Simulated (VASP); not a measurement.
# NaTaSe2 (P4/mmm) in VASP: a series of runs

Runs on NaTaSe2. Level: PBE. Tasks: single point, relaxation of cell and atoms.

Everything below comes from runs of VASP 6.6.1. Logs are shortened: lines on timing, memory, paths and dates and some standing lists are left out, and cuts for length are marked.

### Step 1. The cell of the first run

Symmetry: P4/mmm, No. 123, tetragonal system. Conventional cell: a = 4.160 Å, b = 4.160 Å, c = 6.692 Å, α = 90.00°, β = 90.00°, γ = 90.00°. Within 3.9 Å of Na (site symmetry 4/mmm) lie 6 Se at 2.94 to 3.35 Å. Within 3.9 Å of Ta (site symmetry 4/mmm) lie 6 Se at 2.94 to 3.35 Å. Se (site symmetry 4/mmm) has 4 Na at 2.94 Å and 2 Ta at 3.35 Å within 3.9 Å. Within 3.9 Å of Se (site symmetry 4/mmm) lie 4 Ta at 2.94 Å and 2 Na at 3.35 Å.

The cell was generated, and may not be a known phase.

### Step 2. Single point, PBE, collinear spin

Input file INCAR:

```
ALGO = Normal
EDIFF = 1E-7
ENCUT = 520
GGA = PE
ISIF = 2
ISMEAR = 0
ISPIN = 2
LASPH = True
LCHARG = False
LMAXMIX = 4
LORBIT = 11
LREAL = False
LWAVE = False
MAGMOM = 0 1 0 0
NBANDS = 27
NELM = 150
PREC = Accurate
SIGMA = 0.1
```

Input file KPOINTS:

```
k-points
0
Gamma
  4 4 4
```

Input file POSCAR:

```
NaTaSe2
1.0
    4.1597924400      0.0000000000      0.0000000000
    0.0000000000      4.1597924400      0.0000000000
    0.0000000000      0.0000000000      6.6920087500
Na Ta Se
1 1 2
Direct
    0.0000000000      0.0000000000      0.5000000000
    0.5000000000      0.5000000000      0.0000000000
    0.5000000000      0.5000000000      0.5000000000
    0.0000000000      0.0000000000      0.0000000000
```

Potentials or basis: VASP PAW PBE potentials, release 64 (Na_pv, Ta_pv, Se).

Run with:

```bash
$ cat potpaw_PBE.64/Na_pv/POTCAR potpaw_PBE.64/Ta_pv/POTCAR potpaw_PBE.64/Se/POTCAR > POTCAR
$ mpirun -np 1 vasp_std > vasp.out
```

OUTCAR:

```text
EDIFF = 1E-7
   ENCUT = 520
   GGA = PE
   ISIF = 2
   ISMEAR = 0
   ISPIN = 2
   LASPH = True
   LORBIT = 11
   LREAL = False
   NELM = 150
   PREC = Accurate

 ion  position               nearest neighbor table
   1  0.000  0.000  0.500-
   2  0.500  0.500  0.000-   4 2.94   4 2.94   4 2.94   4 2.94
   3  0.500  0.500  0.500-
   4  0.000  0.000  0.000-   2 2.94   2 2.94   2 2.94   2 2.94

  LATTYP: Found a simple tetragonal cell.
 ALAT       =     4.1597924400
 C/A-ratio  =     1.6087362162

  Lattice vectors:

 A1 = (   4.1597924400,   0.0000000000,   0.0000000000)
 A2 = (   0.0000000000,   4.1597924400,   0.0000000000)
 A3 = (   0.0000000000,   0.0000000000,   6.6920087500)

Analysis of symmetry for initial positions (statically):
=====================================================================
 Subroutine PRICEL returns:
 Original cell was already a primitive cell.

 Routine SETGRP: Setting up the symmetry group for a
 simple tetragonal supercell.

 Subroutine GETGRP returns: Found 16 space group operations
 (whereof 16 operations were pure point group operations)
 out of a pool of 16 trial point group operations.

The static configuration has the point symmetry D_4h.

Analysis of symmetry for dynamics (positions and initial velocities):
=====================================================================
 Subroutine PRICEL returns:
 Original cell was already a primitive cell.

 Routine SETGRP: Setting up the symmetry group for a
 simple tetragonal supercell.

 Subroutine GETGRP returns: Found 16 space group operations
 (whereof 16 operations were pure point group operations)
 out of a pool of 16 trial point group operations.

The dynamic configuration has the point symmetry D_4h.

Analysis of structural, dynamic, and magnetic symmetry:
=====================================================================
 Subroutine PRICEL returns:
 Original cell was already a primitive cell.

 Routine SETGRP: Setting up the symmetry group for a
 simple tetragonal supercell.

 Subroutine GETGRP returns: Found 16 space group operations
 (whereof 16 operations were pure point group operations)
 out of a pool of 16 trial point group operations.

The overall configuration has the point symmetry D_4h.

 Subroutine INISYM returns: Found 16 space group operations
 (whereof 16 operations are pure point group operations),
 and found     1 'primitive' translations

----------------------------------------------------------------------------------------

                                     Primitive cell

  volume of cell :     115.7977

  direct lattice vectors                    reciprocal lattice vectors
     4.159792440  0.000000000  0.000000000     0.240396610  0.000000000  0.000000000
     0.000000000  4.159792440  0.000000000     0.000000000  0.240396610  0.000000000
     0.000000000  0.000000000  6.692008750     0.000000000  0.000000000  0.149431962

  length of vectors
     4.159792440  4.159792440  6.692008750     0.240396610  0.240396610  0.149431962

  position of ions in fractional coordinates (direct lattice)
     0.000000000  0.000000000  0.500000000
     0.500000000  0.500000000  0.000000000
     0.500000000  0.500000000  0.500000000
     0.000000000  0.000000000  0.000000000

  ion indices of the primitive-cell ions
   primitive index   ion index
                 1           1
                 2           2
                 3           3
                 4           4

----------------------------------------------------------------------------------------

 KPOINTS: k-points

Automatic generation of k-mesh.
 Grid dimensions read from file:
 generate k-points for:    4    4    4

 Generating k-lattice:

  Cartesian coordinates                     Fractional coordinates (reciprocal lattice)
     0.060099152  0.000000000  0.000000000     0.250000000  0.000000000  0.000000000
     0.000000000  0.060099152  0.000000000     0.000000000  0.250000000  0.000000000
     0.000000000  0.000000000  0.037357991     0.000000000  0.000000000  0.250000000

  Length of vectors
     0.060099152  0.060099152  0.037357991

  Shift w.r.t. Gamma in fractional coordinates (k-lattice)
     0.000000000  0.000000000  0.000000000

 Subroutine IBZKPT returns following result:
 ===========================================

 Found     18 irreducible k-points:

 Following reciprocal coordinates:
            Coordinates               Weight
  0.000000  0.000000  0.000000      1.000000
  0.250000  0.000000  0.000000      4.000000
  0.500000  0.000000  0.000000      2.000000
  0.250000  0.250000  0.000000      4.000000
  0.500000  0.250000  0.000000      4.000000
  0.500000  0.500000  0.000000      1.000000
[... 10 lines left out ...]
  0.500000  0.250000  0.500000      4.000000
  0.500000  0.500000  0.500000      1.000000
   k-points           NKPTS =     18   k-points in BZ     NKDIM =     18   number of bands    NBANDS=     27
   number of dos      NEDOS =    301   number of ions     NIONS =      4
   total plane-waves  NPLWV =  51200
   dimension x,y,z NGX =    32 NGY =   32 NGZ =   50
   dimension x,y,z NGXF=    64 NGYF=   64 NGZF=  100
   ions per type =               1   1   2
   NGX,Y,Z   is equivalent  to a cutoff of  12.79, 12.79, 12.42 a.u.
   NGXF,Y,Z  is equivalent  to a cutoff of  25.58, 25.58, 24.84 a.u.
 SYSTEM =  unknown system
   PREC   = accura    normal or accurate (medium, high low for compatibility)
   ISTART =      0    job   : 0-new  1-cont  2-samecut
   ICHARG =      2    charge: 1-file 2-atom 10-const
   ISPIN  =      2    spin polarized calculation?
   LNONCOLLINEAR =      F non collinear calculations
   LSORBIT =      F    spin-orbit coupling
   LASPH  =      T    aspherical Exc in radial PAW
   ENCUT  =  520.0 eV  38.22 Ry    6.18 a.u.   7.73  7.73 12.44*2*pi/ulx,y,z
   NELM   =    150;   NELMIN=  2; NELMDL= -5     # of ELM steps
   EDIFF  = 0.1E-06   stopping-criterion for ELM
   LREAL  =      F    real-space projection
   EDIFFG = 0.1E-05   stopping-criterion for IOM
   NSW    =      0    number of steps for IOM
   IBRION =     -1    ionic relax: 0-MD 1-quasi-New 2-CG
   NFREE  =      0    steps in history (QN), initial steepest desc. (CG)
   ISIF   =      2    stress and relaxation
   ISYM   =      2    0-nonsym 1-usesym 2-fastsym
   POTIM  = 0.5000    time-step for ionic-motion
   TEBEG  =    0.0;   TEEND  =   0.0 temperature during run
   PSTRESS=    0.0 pullay stress
   NELECT =      30.0000    total number of electrons
   NUPDOWN=      -1.0000    fix difference up-down
   EMIN   =  10.00;   EMAX   =-10.00  energy-range for DOS
   EFERMI =   0.00;   METHOD = LEGACY
   ISMEAR =     0;   SIGMA  =   0.10  broadening in eV -4-tet -1-fermi 0-gaus
   EFERMI_NEDOS =   21; number of points for ismear=-14 and -15
   IALGO  =     38    algorithm
   IMIX   =      4    mixing-type and parameters
     AMIX     =   0.40;   BMIX     =  1.00
     AMIX_MAG =   1.60;   BMIX_MAG =  1.00
  volume/ion in A,a.u.               =      28.95       195.36
  Fermi-wavevector in a.u.,A,eV,Ry     =   1.043635  1.972184 14.819113  1.089174
  Thomas-Fermi vector in A             =   2.178353
   LORBIT       =     11    0 simple, 1 ext, 2 COOP (PROOUT), +10 PAW based schemes
   GGA     = PE    functional components
   LHFCALC =     F    Hartree Fock is set to
   AEXX    =    0.0000 exact exchange contribution
   IVDW    =     0    specifies the selected vdW correction
   LEPSILON=     F    determine dielectric tensor
   LRPA    =     F    only Hartree local field effects (RPA)
 spin polarized calculation
 Gauss-broadening in eV      SIGMA  =   0.10
  energy-cutoff  :      520.00
  volume of cell :      115.80
 maximum number of plane-waves:      3153
 NGX is ok and might be reduce to    32
   NGX = 15   NGY = 15   NGZ = 25

 number of electron      30.0000006 magnetization       1.3656555

 Free energy of the ion-electron system (eV)
  ---------------------------------------------------
  ext. energy  EPLUGINS =         0.00000000
  ---------------------------------------------------
  free energy    TOTEN  =       -19.63285764 eV

  energy without entropy =      -19.61803697  energy(sigma->0) =      -19.62544731

 E-fermi :   1.6877     XC(G=0):  -8.6415

 val. band max:        1.6739856905   @ k =   0.5000   0.5000   0.0000
 cond. band min:       1.6943333381   @ k =   0.2500   0.2500   0.5000
 fundamental gap:      0.0203476477
 Fermi energy:         1.6877320935

 spin component 1

 k-point     1 :       0.0000    0.0000    0.0000
  band No.  band energies     occupation
      1     -34.6635      1.00000
      2     -34.6179      1.00000
      3     -34.6179      1.00000
      4     -21.2894      1.00000
      5     -21.2296      1.00000
      6     -21.2296      1.00000
[... 19 lines left out ...]
     26      10.7364      0.00000
     27      11.5817      0.00000
[... 486 lines left out ...]
      4     -21.2884      1.00000
      5     -21.2362      1.00000
      6     -21.2362      1.00000
[... 19 lines left out ...]
     26       9.8167      0.00000
     27       9.8167      0.00000
 Fermi energy:         1.6877320935

 spin component 2

 k-point     1 :       0.0000    0.0000    0.0000
  band No.  band energies     occupation
      1     -33.9412      1.00000
      2     -33.9412      1.00000
      3     -33.7213      1.00000
      4     -21.2908      1.00000
      5     -21.2306      1.00000
      6     -21.2306      1.00000
[... 19 lines left out ...]
     26      11.0308      0.00000
     27      11.7556      0.00000
[... 487 lines left out ...]
      5     -21.2373      1.00000
      6     -21.2373      1.00000
[... 19 lines left out ...]
     26      10.0795      0.00000
     27      10.0795      0.00000

------------------------ aborting loop because EDIFF is reached ----------------------------------------

  FORCE on cell =-STRESS in cart. coord.  units (eV):
  Direction    XX          YY          ZZ          XY          YZ          ZX
  --------------------------------------------------------------------------------------
  -------------------------------------------------------------------------------------
  Total       -7.1888367     -7.1888367     -9.1383563      0.0000000      0.0000000      0.0000000
  in kB      -99.4647925    -99.4647925   -126.4383576      0.0000000      0.0000000      0.0000000
  external PRESSURE =    -108.4559809 kB  Pullay stress =       0.0000000 kB

 VOLUME and BASIS-vectors are now :
 -----------------------------------------------------------------------------
  energy-cutoff  :      520.00
  volume of cell :      115.80
      direct lattice vectors                 reciprocal lattice vectors
     4.159792440  0.000000000  0.000000000     0.240396610  0.000000000  0.000000000
     0.000000000  4.159792440  0.000000000     0.000000000  0.240396610  0.000000000
     0.000000000  0.000000000  6.692008750     0.000000000  0.000000000  0.149431962

 POSITION                                       TOTAL-FORCE (eV/Angst)
 -----------------------------------------------------------------------------------
      0.00000      0.00000      3.34600         0.000000      0.000000      0.000000
      2.07990      2.07990      0.00000         0.000000      0.000000      0.000000
      2.07990      2.07990      3.34600         0.000000      0.000000      0.000000
      0.00000      0.00000      0.00000         0.000000      0.000000      0.000000
 -----------------------------------------------------------------------------------
    total drift:                                0.000000     -0.000000     -0.000000

  FREE ENERGIE OF THE ION-ELECTRON SYSTEM (eV)
  ---------------------------------------------------
  free  energy   TOTEN  =       -19.6328576449 eV

  energy  without entropy=      -19.6180369746  energy(sigma->0) =      -19.62544731

 total charge

# of ion       s       p       d       tot
------------------------------------------
    1        0.053   5.980   0.000   6.033
    2        0.270   6.003   2.093   8.366
    3        1.458   2.289   0.005   3.752
    4        1.458   2.256   0.031   3.745
--------------------------------------------------
tot          3.240  16.528   2.129  21.896

 magnetization (x)

# of ion       s       p       d       tot
------------------------------------------
    1       -0.000  -0.001   0.000  -0.001
    2        0.083   0.006   1.095   1.184
    3        0.002  -0.153   0.003  -0.148
    4        0.010  -0.102   0.014  -0.078
--------------------------------------------------
tot          0.095  -0.250   1.112   0.957
```

Wall time 51 s (1 thread of Intel Xeon 6975P-C (Granite Rapids), shared host); peak memory 0.3 GiB.

What came out:

| Property | Result |
| --- | --- |
| Free energy | -19.6329 eV |
| Pressure | -10.8 GPa |
| Net moment | 1.37 μB per cell |
| Site moments | Na -0.00; Ta +1.18; Se -0.15, -0.08 μB |
| Valence electrons inside the program's atomic spheres | Na 6.03; Ta 8.37; Se 3.75 |

Stress tensor (GPa, compression positive):
```
 -9.95   0.00   0.00
  0.00  -9.95   0.00
  0.00   0.00 -12.64
```

Caveat: the k points lie up to 0.38 Å⁻¹ apart; spin-orbit coupling is left out, which moves the levels of the heavy elements.

### Step 3. Single point, PBE

This run uses another cell than the first one, of 19.84 Å³/atom.

Input file INCAR:

```
ALGO = Normal
EDIFF = 1E-6
ENCUT = 520
GGA = PE
ISIF = 2
ISMEAR = 0
LASPH = T
LCHARG = F
LREAL = F
LWAVE = F
NBANDS = 23
NELM = 80
PREC = Accurate
SIGMA = 0.1
```

Input file KPOINTS:

```
k-points
0
Gamma
  12 12 10
```

Input file POSCAR:

```
NaTaSe2
1.0
    3.8682746891      0.0000000000      0.0000000000
    0.0000000000      3.8682746891      0.0000000000
    0.0000000000      0.0000000000      5.3026293690
Na Ta Se
1 1 2
Direct
    0.0000000000      0.0000000000      0.5000000000
    0.5000000000      0.5000000000      0.0000000000
    0.5000000000      0.5000000000      0.5000000000
    0.0000000000      0.0000000000      0.0000000000
```

Potentials or basis: VASP PAW PBE potentials, release 64 (Na_pv, Ta_pv, Se).

Run with:

```bash
$ cat potpaw_PBE.64/Na_pv/POTCAR potpaw_PBE.64/Ta_pv/POTCAR potpaw_PBE.64/Se/POTCAR > POTCAR
$ mpirun -np 1 vasp_std > vasp.out
```

Run time: 2.2 min. Hardware: 1 thread of Intel Xeon 6975P-C (Granite Rapids), shared host; peak memory 0.41 GiB.

It converged, with:

| Item | Value |
| --- | --- |
| Free energy | -21.8037 eV |
| Pressure | 0.2 GPa |
| Band gap on the k mesh | zero (bands 15 and 16 overlap by 2.41 eV) |

Levels at points of the mesh, in eV from the Fermi level:
```csv
k point,band 13,band 14,band 15,band 16,band 17,band 18
"(0.00, 0.00, 0.00)",-1.65,-1.44,-1.44,-0.57,-0.37,-0.37
"(0.50, 0.00, 0.00)",-3.65,-1.81,-0.10,0.59,0.93,1.02
"(0.50, 0.50, 0.00)",-2.81,-2.81,-1.64,-1.64,0.18,1.16
"(0.00, 0.00, 0.50)",-2.72,-2.72,-2.38,-0.56,0.61,1.43
"(0.50, 0.00, 0.50)",-2.51,-1.96,0.62,1.34,1.52,2.73
"(0.50, 0.50, 0.50)",-4.50,-3.54,0.19,0.59,0.59,1.21
```

Caveat: spin-orbit coupling is left out, which moves the levels of the heavy elements.

[end of part 1 of 2]

The gap in the log of VASP goes by the Fermi energy; the results here count the filled bands.